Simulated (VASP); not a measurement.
# Fe (P6/mmm) in VASP: notebook

Runs on Fe. Level: PBE. Tasks: single point.

Everything below comes from runs of VASP 6.6.1. Logs are shortened: lines on timing, memory, paths and dates and some standing lists are left out, and cuts for length are marked.

## (1) The cell of the first run

The structure is hexagonal, space group P6/mmm (No. 191). Conventional cell: a = 3.122 Å, b = 3.122 Å, c = 1.912 Å, α = 90.00°, β = 90.00°, γ = 120.00°. Within 2.5 Å of Fe (site symmetry 6/mmm) lie 14 Fe at 1.91 to 2.04 Å. Fe (site symmetry -6m2) has 11 Fe at 1.80 to 2.04 Å within 2.4 Å.

This isn't the form of Fe at room conditions, which is bcc.

## (2) Single point, PBE, collinear spin, ferromagnetic start (5.38 Å³/atom)

Contents of POSCAR:

```
Fe
1.0
    3.1219250906      0.0000000000      0.0000000000
   -1.5609625453      2.7036664372      0.0000000000
    0.0000000000      0.0000000000      1.9119129635
Fe
3
Direct
    0.0000000000      0.0000000000      0.0000000000
    0.3333333333      0.6666666667      0.5000000000
    0.6666666667      0.3333333333      0.5000000000
```

Contents of INCAR.step1:

```
SYSTEM = Fe
ALGO = Normal
EDIFF = 1E-6
ENCUT = 520
GGA = PE
ISIF = 2
ISMEAR = -1
ISPIN = 2
LASPH = .True.
LCHARG = .True.
LMAXMIX = 4
LREAL = .False.
LWAVE = .False.
MAGMOM = 2.5 2.5 2.5
NBANDS = 23
NELM = 150
PREC = Accurate
SIGMA = 0.08
```

Contents of KPOINTS.step1:

```
k-points
0
Gamma
  9 9 12
  0 0 0
```

Contents of INCAR.step2:

```
SYSTEM = Fe
ALGO = Normal
EDIFF = 1E-6
ENCUT = 520
GGA = PE
ICHARG = 11
ISIF = 2
ISMEAR = -5
ISPIN = 2
LASPH = .True.
LCHARG = .False.
LMAXMIX = 4
LORBIT = 10
LREAL = .False.
LWAVE = .False.
MAGMOM = 2.5 2.5 2.5
NBANDS = 23
NEDOS = 2001
NELM = 150
PREC = Accurate
SIGMA = 0.08
```

Contents of KPOINTS.step2:

```
k-points
0
Gamma
  14 14 18
  0 0 0
```

Potentials or basis: VASP PAW PBE potentials, release 64 (Fe).

On the command line:

```sh
$ cat potpaw_PBE.64/Fe/POTCAR > POTCAR
$ cp INCAR.step1 INCAR
$ cp KPOINTS.step1 KPOINTS
$ mpirun -np 1 vasp_std > vasp.out
$ cp INCAR.step2 INCAR
$ cp KPOINTS.step2 KPOINTS
$ mpirun -np 1 vasp_std > vasp.out
```

OUTCAR:

```text
SYSTEM = Fe
   EDIFF = 1E-6
   ENCUT = 520
   GGA = PE
   ICHARG = 11
   ISIF = 2
   ISMEAR = -5
   ISPIN = 2
   LASPH = .True.
   LORBIT = 10
   LREAL = .False.
   NELM = 150
   PREC = Accurate

 ion  position               nearest neighbor table
   1  0.000  0.000  0.000-   2 2.04   3 2.04   2 2.04   3 2.04   3 2.04   3 2.04   2 2.04   2 2.04
                             3 2.04   3 2.04   2 2.04   2 2.04
   2  0.333  0.667  0.500-   3 1.80   3 1.80   3 1.80   1 2.04   1 2.04   1 2.04   1 2.04   1 2.04
                             1 2.04   3 2.63   3 2.63   3 2.63   3 2.63   3 2.63   3 2.63
   3  0.667  0.333  0.500-   2 1.80   2 1.80   2 1.80   1 2.04   1 2.04   1 2.04   1 2.04   1 2.04
                             1 2.04   2 2.63   2 2.63   2 2.63   2 2.63   2 2.63   2 2.63

  LATTYP: Found a hexagonal cell.
 ALAT       =     3.1219250906
 C/A-ratio  =     0.6124147467

  Lattice vectors:

 A1 = (   3.1219250906,   0.0000000000,   0.0000000000)
 A2 = (  -1.5609625453,   2.7036664372,   0.0000000000)
 A3 = (   0.0000000000,   0.0000000000,   1.9119129635)

Analysis of symmetry for initial positions (statically):
=====================================================================
 Subroutine PRICEL returns:
 Original cell was already a primitive cell.

 Routine SETGRP: Setting up the symmetry group for a
 hexagonal supercell.

 Subroutine GETGRP returns: Found 24 space group operations
 (whereof 24 operations were pure point group operations)
 out of a pool of 24 trial point group operations.

The static configuration has the point symmetry D_6h.

Analysis of symmetry for dynamics (positions and initial velocities):
=====================================================================
 Subroutine PRICEL returns:
 Original cell was already a primitive cell.

 Routine SETGRP: Setting up the symmetry group for a
 hexagonal supercell.

 Subroutine GETGRP returns: Found 24 space group operations
 (whereof 24 operations were pure point group operations)
 out of a pool of 24 trial point group operations.

The dynamic configuration has the point symmetry D_6h.

Analysis of structural, dynamic, and magnetic symmetry:
=====================================================================
 Subroutine PRICEL returns:
 Original cell was already a primitive cell.

 Routine SETGRP: Setting up the symmetry group for a
 hexagonal supercell.

 Subroutine GETGRP returns: Found 24 space group operations
 (whereof 24 operations were pure point group operations)
 out of a pool of 24 trial point group operations.

The overall configuration has the point symmetry D_6h.

 Subroutine INISYM returns: Found 24 space group operations
 (whereof 24 operations are pure point group operations),
 and found     1 'primitive' translations
[... 122 lines left out ...]
  Thomas-Fermi vector in A             =   2.914870
   LORBIT       =     10    0 simple, 1 ext, 2 COOP (PROOUT), +10 PAW based schemes
   GGA     = PE    functional components
   LHFCALC =     F    Hartree Fock is set to
   AEXX    =    0.0000 exact exchange contribution
   IVDW    =     0    specifies the selected vdW correction
   LEPSILON=     F    determine dielectric tensor
   LRPA    =     F    only Hartree local field effects (RPA)
 spin polarized calculation
 Fermi weights with tetrahedron method with Bloechl corrections
  energy-cutoff  :      520.00
  volume of cell :       16.14
 maximum number of plane-waves:       448
 NGX is ok and might be reduce to    24

 number of electron      23.9999986 magnetization       0.0000312

 Free energy of the ion-electron system (eV)
  ---------------------------------------------------
  ext. energy  EPLUGINS =         0.00000000
  ---------------------------------------------------
  free energy    TOTEN  =        -3.69098529 eV

  energy without entropy =       -3.69098529  energy(sigma->0) =       -3.69098529

 E-fermi :  17.4059     XC(G=0): -17.8957

 val. band max:       17.4969234907   @ k =   0.3571   0.2857   0.1111
 cond. band min:      17.2818622358   @ k =   0.2143   0.2143   0.4444
 fundamental gap:     -0.2150612549
 Fermi energy:        17.4058569728

 spin component 1

 k-point     1 :       0.0000    0.0000    0.0000
  band No.  band energies     occupation
      1       5.0405      1.00000
      2       6.5787      1.00000
      3      11.3132      1.00000
      4      11.3133      1.00000
      5      11.3659      1.00000
      6      11.3660      1.00000
[... 613 lines left out ...]
     22      45.1371      0.00000
     23      45.2566      0.00000

 [... further k-points ...]

 spin component 2

 k-point     1 :       0.0000    0.0000    0.0000
  band No.  band energies     occupation
      1       5.0405      1.00000
      2       6.5787      1.00000
      3      11.3132      1.00000
      4      11.3133      1.00000
      5      11.3659      1.00000
      6      11.3660      1.00000
[... 613 lines left out ...]
     22      45.1371      0.00000
     23      45.2566      0.00000

 [... further k-points ...]
[... 5 lines left out ...]
  --------------------------------------------------------------------------------------
  -------------------------------------------------------------------------------------
  Total       77.5380231     77.5380231     78.6659923      0.0000000      0.0000000      0.0000000
  in kB     7698.0654720   7698.0654722   7810.0515799      0.0000000      0.0000000      0.0000000
  external PRESSURE =    7735.3941747 kB  Pullay stress =       0.0000000 kB

 VOLUME and BASIS-vectors are now :
 -----------------------------------------------------------------------------
  energy-cutoff  :      520.00
  volume of cell :       16.14
      direct lattice vectors                 reciprocal lattice vectors
     3.121925091  0.000000000  0.000000000     0.320315181  0.184934056  0.000000000
    -1.560962545  2.703666437  0.000000000     0.000000000  0.369868112  0.000000000
     0.000000000  0.000000000  1.911912964     0.000000000  0.000000000  0.523036362

 POSITION                                       TOTAL-FORCE (eV/Angst)
 -----------------------------------------------------------------------------------
      0.00000      0.00000      0.00000        -0.000000      0.000000      0.000000
     -0.00000      1.80244      0.95596        -0.000000      0.000000      0.000000
      1.56096      0.90122      0.95596         0.000000     -0.000000      0.000000
 -----------------------------------------------------------------------------------
    total drift:                                0.000000      0.000000      0.000000

  FREE ENERGIE OF THE ION-ELECTRON SYSTEM (eV)
  ---------------------------------------------------
  free  energy   TOTEN  =        -3.6909852866 eV

  energy  without entropy=       -3.6909852866  energy(sigma->0) =       -3.69098529

 total charge

# of ion       s       p       d       tot
------------------------------------------
    1        0.961   1.525   7.727  10.213
    2        0.972   1.483   7.826  10.281
    3        0.972   1.483   7.826  10.281
--------------------------------------------------
tot          2.905   4.491  23.378  30.774

 magnetization (x)

# of ion       s       p       d       tot
------------------------------------------
    1        0.000  -0.000   0.000   0.000
    2       -0.000  -0.000   0.000   0.000
    3       -0.000  -0.000   0.000   0.000
--------------------------------------------------
tot         -0.000  -0.000   0.000   0.000
```

OSZICAR.step1:

```text
N       E                     dE             d eps       ncg     rms          rms(c)
DAV:   1     0.162739267459E+03    0.16274E+03   -0.10324E+04  8983   0.162E+03
DAV:   2     0.430385148879E+01   -0.15844E+03   -0.14514E+03  7770   0.285E+02
DAV:   3    -0.315023064223E+01   -0.74541E+01   -0.73184E+01  8715   0.820E+01
DAV:   4    -0.322043084560E+01   -0.70200E-01   -0.70176E-01  8827   0.820E+00
DAV:   5    -0.322136003781E+01   -0.92919E-03   -0.92918E-03  8932   0.930E-01    0.630E+01
DAV:   6    -0.447491253191E+01   -0.12536E+01   -0.13672E+00  9197   0.208E+01    0.327E+01
DAV:   7    -0.642375222744E+01   -0.19488E+01   -0.15486E+01  9520   0.743E+01    0.264E+01
DAV:   8    -0.400608502033E+01    0.24177E+01   -0.19822E+01  9424   0.699E+01    0.136E+01
DAV:   9    -0.371909906883E+01    0.28699E+00   -0.12644E+00  9994   0.215E+01    0.246E+00
DAV:  10    -0.372111247811E+01   -0.20134E-02   -0.39457E-02  9926   0.240E+00    0.708E-01
DAV:  11    -0.372182536153E+01   -0.71288E-03   -0.26149E-03  9490   0.728E-01    0.306E-01
DAV:  12    -0.372205135263E+01   -0.22599E-03   -0.37254E-04 10934   0.223E-01    0.122E-01
DAV:  13    -0.372204863286E+01    0.27198E-05   -0.26118E-05  9948   0.644E-02    0.440E-02
DAV:  14    -0.372203764998E+01    0.10983E-04   -0.45029E-06  7379   0.313E-02    0.115E-02
DAV:  15    -0.372203589482E+01    0.17552E-05   -0.99183E-07  4571   0.158E-02    0.785E-03
DAV:  16    -0.372203714808E+01   -0.12533E-05   -0.29143E-07  4340   0.635E-03    0.188E-03
DAV:  17    -0.372203703828E+01    0.10980E-06   -0.63714E-08  4081   0.333E-03
   1 F= -.37220370E+01 E0= -.36971405E+01  d E =-.497930E-01  mag=     0.0000
```

It took 82 s on 1 thread of AMD EPYC 9R45 (Zen 5), shared host; peak memory 0.22 GiB.

Results:

- Net moment: 0.00 μB per cell

Levels at points of the mesh, in eV from the Fermi level:
Spin up:
```tsv
k point	band 10	band 11	band 12	band 13	band 14	band 15
(0.00, 0.00, 0.00)	-3.58	-2.12	-2.12	-2.01	-2.01	2.50
(0.50, 0.00, 0.00)	-1.68	-1.60	0.98	1.25	1.31	1.32
(0.00, 0.00, 0.50)	-3.15	0.92	0.92	1.82	1.82	3.71
(0.50, 0.00, 0.50)	-1.04	-0.04	0.16	1.23	2.05	3.13
```
Spin down:
| k point | band 10 | band 11 | band 12 | band 13 | band 14 | band 15 |
| --- | --- | --- | --- | --- | --- | --- |
| (0.00, 0.00, 0.00) | -3.58 | -2.12 | -2.12 | -2.01 | -2.01 | 2.50 |
| (0.50, 0.00, 0.00) | -1.68 | -1.60 | 0.98 | 1.25 | 1.31 | 1.32 |
| (0.00, 0.00, 0.50) | -3.15 | 0.92 | 0.92 | 1.82 | 1.82 | 3.71 |
| (0.50, 0.00, 0.50) | -1.04 | -0.04 | 0.16 | 1.23 | 2.05 | 3.13 |

Caveat: atoms lie so close that the PAW spheres overlap strongly, which falsifies energies and pressures; the moments typed at the start vanished in this run.

## (3) Single point, PBE, collinear spin, ferromagnetic start (5.38 Å³/atom)

POSCAR is that of step 2.

Contents of INCAR.step1:

```
PREC = Accurate
ENCUT = 520
EDIFF = 1E-6
ISMEAR = -1
SIGMA = 0.08
LREAL = F
LASPH = T
NELM = 150
ALGO = Normal
ISIF = 2
LWAVE = F
LCHARG = T
ISPIN = 2
MAGMOM = 2.5 2.5 2.5
LMAXMIX = 4
GGA = PE
NBANDS = 23
```

Contents of KPOINTS.step1:

```
regular mesh
0
Gamma
  9 9 12
```

Contents of INCAR.step2:

```
PREC = Accurate
ENCUT = 520
EDIFF = 1E-6
ISMEAR = -5
SIGMA = 0.08
LREAL = F
LASPH = T
NELM = 150
ALGO = Normal
ISIF = 2
LWAVE = F
LCHARG = F
ISPIN = 2
MAGMOM = 2.5 2.5 2.5
LORBIT = 11
LMAXMIX = 4
GGA = PE
NBANDS = 23
NEDOS = 1001
ICHARG = 11
```

Contents of KPOINTS.step2:

```
regular mesh
0
Gamma
  14 14 18
```

Potentials or basis: VASP PAW PBE potentials, release 64 (Fe).

On the command line:

```sh
$ cat potpaw_PBE.64/Fe/POTCAR > POTCAR
$ cp INCAR.step1 INCAR
$ cp KPOINTS.step1 KPOINTS
$ mpirun -np 1 vasp_std > vasp.out
$ cp INCAR.step2 INCAR
$ cp KPOINTS.step2 KPOINTS
$ mpirun -np 1 vasp_std > vasp.out
```

Wall time 83 s (1 thread of AMD EPYC 9R45 (Zen 5), shared host); peak memory 0.22 GiB.

The run converged. Its results:

| Property | Result |
| --- | --- |
| Net moment | 0.00 μB per cell |

Levels at points of the mesh, in eV from the Fermi level:
Spin up:
```csv
k point,band 9,band 10,band 11,band 12,band 13,band 14,band 15,band 16
"(0.00, 0.00, 0.00)",-3.58,-3.58,-2.12,-2.12,-2.01,-2.01,2.50,2.50
"(0.50, 0.00, 0.00)",-4.06,-1.68,-1.60,0.98,1.25,1.31,1.32,1.85
"(0.00, 0.00, 0.50)",-3.15,-3.15,0.92,0.92,1.82,1.82,3.71,5.89
"(0.50, 0.00, 0.50)",-3.08,-1.04,-0.04,0.16,1.23,2.05,3.13,5.51
```
Spin down:
```csv
k point,band 9,band 10,band 11,band 12,band 13,band 14,band 15,band 16
"(0.00, 0.00, 0.00)",-3.58,-3.58,-2.12,-2.12,-2.01,-2.01,2.50,2.50
"(0.50, 0.00, 0.00)",-4.06,-1.68,-1.60,0.98,1.25,1.31,1.32,1.85
"(0.00, 0.00, 0.50)",-3.15,-3.15,0.92,0.92,1.82,1.82,3.71,5.89
"(0.50, 0.00, 0.50)",-3.08,-1.04,-0.04,0.16,1.23,2.05,3.13,5.51
```

Caveat: atoms lie so close that the PAW spheres overlap strongly, which falsifies energies and pressures; the moments typed at the start vanished in this run.
